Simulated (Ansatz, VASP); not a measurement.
**Zr: VASP beside Ansatz**

```
Zr
1.0
     0.00000    3.14294    3.14294
     3.14294    0.00000    3.14294
     3.14294    3.14294    0.00000
Zr
2
Direct
  0.12500 0.12500 0.12500
  0.87500 0.87500 0.87500
```

Alike in both runs: task single point; functional BLYP; k mesh 14 × 14 × 14; occupations fermi-dirac, width 0.1 eV; no spin polarisation.

```csv
,VASP,Ansatz
version,VASP 6.6.1,Ansatz 0.2.0
potentials or method,"VASP PAW PBE potentials, release 64 (Zr_sv), cutoff 520 eV","plane waves (420 eV) with PAW, scalar-relativistic"
valence electrons in the cell,24,24
```

|  | VASP | Ansatz | Ansatz less VASP |
| --- | --- | --- | --- |
| pressure (GPa) | 2.8 | 2.8 | -0.05 |

VASP's potentials were made for PBE, not for BLYP. The functional is the same, so the differences come from potentials, cutoffs and numerics.
